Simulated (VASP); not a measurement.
# K (Fm-3m) in VASP: notebook

K is run at these levels: PBE; tasks: relaxation of cell and atoms.

Program: VASP 6.6.1. These are calculated values, not measurements. Logs are shortened: lines on timing, memory, paths and dates and some standing lists are left out, and cuts for length are marked.

## 1. The cell of the first run

Symmetry: Fm-3m, No. 225, cubic system. The conventional cell has a = 6.491 Å, b = 6.491 Å, c = 6.491 Å, α = 90.00°, β = 90.00°, γ = 90.00°.

This isn't the form of K at room conditions, which is bcc.

## 2. Relaxation of cell and atoms, PBE, target pressure 0.33 GPa, at which the enthalpy is minimised

File INCAR:

```
PREC = Accurate ; ENCUT = 600
EDIFF = 1E-6 ; ISMEAR = -1
SIGMA = 0.05 ; LREAL = False
LASPH = True ; NELM = 100
ALGO = Normal ; ISIF = 3
LWAVE = False ; LCHARG = False
GGA = PE ; IBRION = 2
NSW = 60 ; EDIFFG = -0.005
PSTRESS = 3.3000000000000003
```

File KPOINTS:

```
regular mesh
0
Gamma
  10 10 10
```

File POSCAR:

```
K
1.0
    0.0000000000      3.2453002525      3.2453002525
    3.2453002525      0.0000000000      3.2453002525
    3.2453002525      3.2453002525      0.0000000000
K
1
Direct
    0.0000000000      0.0000000000      0.0000000000
```

Potentials or basis: VASP PAW PBE potentials, release 64 (K_sv).

Command:

```
$ cat potpaw_PBE.64/K_sv/POTCAR > POTCAR
$ mpirun -np 1 vasp_std > vasp.out
```

OUTCAR:

```text
PREC = Accurate
   ENCUT = 600
   EDIFF = 1E-6
   ISMEAR = -1
   LREAL = False
   LASPH = True
   NELM = 100
   ISIF = 3
   GGA = PE
   IBRION = 2
   NSW = 60
   EDIFFG = -0.005
   PSTRESS = 3.3000000000000003

 ion  position               nearest neighbor table
   1  0.000  0.000  0.000-

  LATTYP: Found a face centered cubic cell.
 ALAT       =     6.4906005050

  Lattice vectors:

 A1 = (   0.0000000000,   3.2453002525,   3.2453002525)
 A2 = (   3.2453002525,   0.0000000000,   3.2453002525)
 A3 = (   3.2453002525,   3.2453002525,   0.0000000000)

Analysis of symmetry for initial positions (statically):
=====================================================================
 Subroutine PRICEL returns:
 Original cell was already a primitive cell.

 Routine SETGRP: Setting up the symmetry group for a
 face centered cubic supercell.

 Subroutine GETGRP returns: Found 48 space group operations
 (whereof 48 operations were pure point group operations)
 out of a pool of 48 trial point group operations.

The static configuration has the point symmetry O_h .

Analysis of symmetry for dynamics (positions and initial velocities):
=====================================================================
 Subroutine PRICEL returns:
 Original cell was already a primitive cell.

 Routine SETGRP: Setting up the symmetry group for a
 face centered cubic supercell.

 Subroutine GETGRP returns: Found 48 space group operations
 (whereof 48 operations were pure point group operations)
 out of a pool of 48 trial point group operations.

The dynamic configuration has the point symmetry O_h .

 Subroutine INISYM returns: Found 48 space group operations
 (whereof 48 operations are pure point group operations),
 and found     1 'primitive' translations

----------------------------------------------------------------------------------------

                                     Primitive cell

  volume of cell :      68.3588

  direct lattice vectors                    reciprocal lattice vectors
     0.000000000  3.245300252  3.245300252    -0.154068949  0.154068949  0.154068949
     3.245300252  0.000000000  3.245300252     0.154068949 -0.154068949  0.154068949
     3.245300252  3.245300252  0.000000000     0.154068949  0.154068949 -0.154068949

  length of vectors
     4.589547631  4.589547631  4.589547631     0.266855248  0.266855248  0.266855248

  position of ions in fractional coordinates (direct lattice)
     0.000000000  0.000000000  0.000000000

  ion indices of the primitive-cell ions
   primitive index   ion index
                 1           1

----------------------------------------------------------------------------------------

 KPOINTS: regular mesh

Automatic generation of k-mesh.
 Grid dimensions read from file:
 generate k-points for:   10   10   10

 Generating k-lattice:

  Cartesian coordinates                     Fractional coordinates (reciprocal lattice)
    -0.015406895  0.015406895  0.015406895     0.100000000  0.000000000  0.000000000
     0.015406895 -0.015406895  0.015406895     0.000000000  0.100000000  0.000000000
     0.015406895  0.015406895 -0.015406895     0.000000000  0.000000000  0.100000000

  Length of vectors
     0.026685525  0.026685525  0.026685525

  Shift w.r.t. Gamma in fractional coordinates (k-lattice)
     0.000000000  0.000000000  0.000000000

 Subroutine IBZKPT returns following result:
 ===========================================

 Found     47 irreducible k-points:

 Following reciprocal coordinates:
            Coordinates               Weight
  0.000000  0.000000  0.000000      1.000000
  0.100000  0.000000  0.000000      8.000000
  0.200000  0.000000  0.000000      8.000000
  0.300000  0.000000  0.000000      8.000000
  0.400000  0.000000  0.000000      8.000000
  0.500000  0.000000  0.000000      4.000000
[... 16 lines left out ...]
  0.300000  0.300000  0.000000      6.000000
  0.400000  0.300000  0.000000     24.000000
 [... further k-points ...]
   k-points           NKPTS =     47   k-points in BZ     NKDIM =     47   number of bands    NBANDS=      8
   number of dos      NEDOS =    301   number of ions     NIONS =      1
   total plane-waves  NPLWV =  64000
   dimension x,y,z NGX =    40 NGY =   40 NGZ =   40
   dimension x,y,z NGXF=    80 NGYF=   80 NGZF=   80
   ions per type =               1
   NGX,Y,Z   is equivalent  to a cutoff of  14.49, 14.49, 14.49 a.u.
   NGXF,Y,Z  is equivalent  to a cutoff of  28.98, 28.98, 28.98 a.u.
 SYSTEM =  unknown system
   PREC   = accura    normal or accurate (medium, high low for compatibility)
   ISTART =      0    job   : 0-new  1-cont  2-samecut
   ICHARG =      2    charge: 1-file 2-atom 10-const
   ISPIN  =      1    spin polarized calculation?
   LNONCOLLINEAR =      F non collinear calculations
   LSORBIT =      F    spin-orbit coupling
   LASPH  =      T    aspherical Exc in radial PAW
   ENCUT  =  600.0 eV  44.10 Ry    6.64 a.u.   9.17  9.17  9.17*2*pi/ulx,y,z
   NELM   =    100;   NELMIN=  2; NELMDL= -5     # of ELM steps
   EDIFF  = 0.1E-05   stopping-criterion for ELM
   LREAL  =      F    real-space projection
   EDIFFG = -.5E-02   stopping-criterion for IOM
   NSW    =     60    number of steps for IOM
   IBRION =      2    ionic relax: 0-MD 1-quasi-New 2-CG
   NFREE  =      1    steps in history (QN), initial steepest desc. (CG)
   ISIF   =      3    stress and relaxation
   ISYM   =      2    0-nonsym 1-usesym 2-fastsym
   POTIM  = 0.5000    time-step for ionic-motion
   TEBEG  =    0.0;   TEEND  =   0.0 temperature during run
   PSTRESS=    3.3 pullay stress
   NELECT =       9.0000    total number of electrons
   NUPDOWN=      -1.0000    fix difference up-down
   EMIN   =  10.00;   EMAX   =-10.00  energy-range for DOS
   EFERMI =   0.00;   METHOD = LEGACY
   ISMEAR =    -1;   SIGMA  =   0.05  broadening in eV -4-tet -1-fermi 0-gaus
   EFERMI_NEDOS =   21; number of points for ismear=-14 and -15
   IALGO  =     38    algorithm
   IMIX   =      4    mixing-type and parameters
     AMIX     =   0.40;   BMIX     =  1.00
     AMIX_MAG =   1.60;   BMIX_MAG =  1.00
  volume/ion in A,a.u.               =      68.36       461.31
  Fermi-wavevector in a.u.,A,eV,Ry     =   0.832832  1.573824  9.437127  0.693609
  Thomas-Fermi vector in A             =   1.945954
   LORBIT       =      0    0 simple, 1 ext, 2 COOP (PROOUT), +10 PAW based schemes
   GGA     = PE    functional components
   LHFCALC =     F    Hartree Fock is set to
   AEXX    =    0.0000 exact exchange contribution
   IVDW    =     0    specifies the selected vdW correction
   LEPSILON=     F    determine dielectric tensor
   LRPA    =     F    only Hartree local field effects (RPA)
 conjugate gradient relaxation of ions
 non-spin polarized calculation
  energy-cutoff  :      600.00
  volume of cell :       68.36
 maximum number of plane-waves:      2301
 NGX is ok and might be reduce to    40
   NGX = 19   NGY = 19   NGZ = 19

 number of electron       9.0000000 magnetization

 Free energy of the ion-electron system (eV)
  ---------------------------------------------------
  ext. energy  EPLUGINS =         0.00000000
  ---------------------------------------------------
  free energy    TOTEN  =        -1.04557570 eV

  energy without entropy =       -1.03875142  energy(sigma->0) =       -1.04216356

 E-fermi :   0.0140     XC(G=0):  -5.8306

 val. band max:       -0.0061111504   @ k =   0.5000   0.3000   0.1000
 cond. band min:       0.1346521248   @ k =   0.4000   0.4000   0.0000
 fundamental gap:      0.1407632752
 Fermi energy:         0.0139950078

 k-point     1 :       0.0000    0.0000    0.0000
  band No.  band energies     occupation
      1     -32.0394      2.00000
      2     -15.4845      2.00000
      3     -15.4845      2.00000
      4     -15.4845      2.00000
      5      -2.2155      2.00000
      6       4.3255      0.00000
      7       4.3255      0.00000
      8       4.3255      0.00000

 k-point     2 :       0.1000    0.0000    0.0000
  band No.  band energies     occupation
      1     -32.0389      2.00000
      2     -15.4929      2.00000
      3     -15.4856      2.00000
      4     -15.4856      2.00000
      5      -2.0908      2.00000
      6       3.9967      0.00000
      7       4.3739      0.00000
      8       4.3739      0.00000

 k-point     3 :       0.2000    0.0000    0.0000
  band No.  band energies     occupation
      1     -32.0376      2.00000
      2     -15.5147      2.00000
      3     -15.4886      2.00000
      4     -15.4886      2.00000
      5      -1.7253      2.00000
      6       3.2666      0.00000
      7       4.4255      0.00000
      8       4.4255      0.00000

 k-point     4 :       0.3000    0.0000    0.0000
  band No.  band energies     occupation
      1     -32.0359      2.00000
      2     -15.5414      2.00000
      3     -15.4922      2.00000
      4     -15.4922      2.00000
      5      -1.1444      2.00000
      6       2.3878      0.00000
      7       4.3168      0.00000
      8       4.3168      0.00000

 k-point     5 :       0.4000    0.0000    0.0000
  band No.  band energies     occupation
      1     -32.0346      2.00000
      2     -15.5627      2.00000
      3     -15.4952      2.00000
      4     -15.4952      2.00000
      5      -0.3902      1.99938
      6       1.4516      0.00000
      7       4.1640      0.00000
      8       4.1640      0.00000

 k-point     6 :       0.5000    0.0000    0.0000
  band No.  band energies     occupation
      1     -32.0341      2.00000
      2     -15.5708      2.00000
      3     -15.4963      2.00000
      4     -15.4963      2.00000
      5       0.3723      0.00154
      6       0.6282      0.00001
      7       4.1020      0.00000
      8       4.1020      0.00000

 k-point     7 :       0.1000    0.1000    0.0000
  band No.  band energies     occupation
      1     -32.0387      2.00000
      2     -15.4927      2.00000
      3     -15.4875      2.00000
      4     -15.4875      2.00000
      5      -2.0494      2.00000
      6       3.9930      0.00000
      7       4.3534      0.00000
      8       4.3534      0.00000
[... 133 lines left out ...]
 k-point    20 :      -0.4000    0.2000    0.0000
  band No.  band energies     occupation
      1     -32.0334      2.00000
      2     -15.5594      2.00000
      3     -15.5176      2.00000
      4     -15.5006      2.00000
      5       0.5345      0.00006
      6       1.1256      0.00000
      7       3.0138      0.00000
      8       4.3556      0.00000

 k-point    21 :      -0.3000    0.2000    0.0000
  band No.  band energies     occupation
      1     -32.0341      2.00000
      2     -15.5502      2.00000
      3     -15.5166      2.00000
      4     -15.4963      2.00000
      5      -0.2738      1.99370
      6       2.0044      0.00000
      7       3.0111      0.00000
      8       4.4538      0.00000

 k-point    22 :      -0.2000    0.2000    0.0000
  band No.  band energies     occupation
      1     -32.0353      2.00000
      2     -15.5372      2.00000
      3     -15.5084      2.00000
      4     -15.4919      2.00000
      5      -0.9533      2.00000
      6       2.6585      0.00000
      7       3.3516      0.00000
      8       4.6473      0.00000

 k-point    23 :       0.3000    0.3000    0.0000
  band No.  band energies     occupation
      1     -32.0348      2.00000
      2     -15.5387      2.00000
      3     -15.5050      2.00000
      4     -15.5050      2.00000
      5      -0.8092      2.00000
      6       2.8352      0.00000
      7       3.2619      0.00000
      8       4.6858      0.00000

 k-point    24 :       0.4000    0.3000    0.0000
  band No.  band energies     occupation
      1     -32.0337      2.00000
      2     -15.5502      2.00000
      3     -15.5113      2.00000
      4     -15.5086      2.00000
      5      -0.2819      1.99463
      6       2.5001      0.00000
      7       2.7882      0.00000
      8       4.7517      0.00000

 [... further k-points ...]

------------------------ aborting loop because EDIFF is reached ----------------------------------------

  FORCE on cell =-STRESS in cart. coord.  units (eV):
  Direction    XX          YY          ZZ          XY          YZ          ZX
  --------------------------------------------------------------------------------------
  -------------------------------------------------------------------------------------
  Total        0.1410464      0.1410464      0.1410464      0.0000000     -0.0000000      0.0000000
  in kB        3.3058098      3.3058098      3.3058098      0.0000000     -0.0000000      0.0000000
  external PRESSURE =       0.0058098 kB  Pullay stress =       3.3000000 kB

 VOLUME and BASIS-vectors are now :
 -----------------------------------------------------------------------------
  energy-cutoff  :      600.00
  volume of cell :       68.36
      direct lattice vectors                 reciprocal lattice vectors
     0.000000000  3.245300252  3.245300252    -0.154068949  0.154068949  0.154068949
     3.245300252  0.000000000  3.245300252     0.154068949 -0.154068949  0.154068949
     3.245300252  3.245300252  0.000000000     0.154068949  0.154068949 -0.154068949

 POSITION                                       TOTAL-FORCE (eV/Angst)
 -----------------------------------------------------------------------------------
      0.00000      0.00000      0.00000         0.000000      0.000000      0.000000
 -----------------------------------------------------------------------------------
    total drift:                                0.000000      0.000000     -0.000000

  FREE ENERGIE OF THE ION-ELECTRON SYSTEM (eV)
  ---------------------------------------------------
  free  energy   TOTEN  =        -1.0455757042 eV

  energy  without entropy=       -1.0387514151  energy(sigma->0) =       -1.04216356

  enthalpy is  TOTEN    =        -0.9047772120 eV   P V=        0.1407984921

 reached required accuracy - stopping structural energy minimisation
```

Wall time 46 s (1 thread of Intel Xeon 8259CL, shared host); peak memory 0.24 GiB.

Results:

| Quantity | Value |
| --- | --- |
| Free energy | -1.0456 eV |
| Pressure after relaxing | 0.3 GPa |
| Band gap on the k mesh | zero (an odd number of electrons rules out a gap without spin polarisation) |

Final structure:
```
CELL_PARAMETERS angstrom
0.00000 3.24530 3.24530
3.24530 0.00000 3.24530
3.24530 3.24530 0.00000
ATOMIC_POSITIONS crystal
K 0.00000 0.00000 0.00000
```

Caveat: the cell is relaxed towards a set pressure, so the run minimises the enthalpy, not the energy.

## 3. Relaxation of cell and atoms, PBE, target pressure 0.33 GPa, at which the enthalpy is minimised

File INCAR:

```
SYSTEM = K
PREC = Accurate
ENCUT = 600
EDIFF = 1E-7
ISMEAR = -1
SIGMA = 0.05
LREAL = .FALSE.
LASPH = .TRUE.
NELM = 60
ALGO = Normal
ISIF = 3
LWAVE = .FALSE.
LCHARG = .FALSE.
GGA = PE
IBRION = 2
NSW = 32
EDIFFG = -0.005
PSTRESS = 3.3000000000000003
```

File KPOINTS:

```
regular mesh
0
G
  10 10 10
  0 0 0
```

POSCAR is that of step 2.

Potentials or basis: VASP PAW PBE potentials, release 64 (K_sv).

Command:

```
$ cat potpaw_PBE.64/K_sv/POTCAR > POTCAR
$ mpirun -np 1 vasp_std > vasp.out
```

Run time: 51 s. Hardware: 1 thread of Intel Xeon 8259CL, shared host; peak memory 0.24 GiB.

The run converged. Its results:

```yaml
Free_energy: -1.0456 eV
Pressure_after_relaxing: 0.3 GPa
Band_gap_on_the_k_mesh: zero (an odd number of electrons rules out a gap without spin polarisation)
```

Final structure:
```xyz
1
Lattice="0.0000 3.2453 3.2453 3.2453 0.0000 3.2453 3.2453 3.2453 0.0000" Properties=species:S:1:pos:R:3 pbc="T T T"
K     0.0000    0.0000    0.0000
```

Levels at points of the mesh, in eV from the Fermi level:
```tsv
k point	band 1	band 2	band 3	band 4	band 5	band 6	band 7	band 8
(0.00, 0.00, 0.00)	-32.05	-15.50	-15.50	-15.50	-2.23	4.31	4.31	4.31
(0.50, 0.00, 0.00)	-32.05	-15.58	-15.51	-15.51	0.36	0.61	4.09	4.09
(0.50, 0.50, 0.00)	-32.05	-15.58	-15.53	-15.53	0.92	1.50	2.35	5.22
```

Caveat: the cell is relaxed towards a set pressure, so the run minimises the enthalpy, not the energy.

The gap in the log of VASP goes by the Fermi energy; the results here count the filled bands.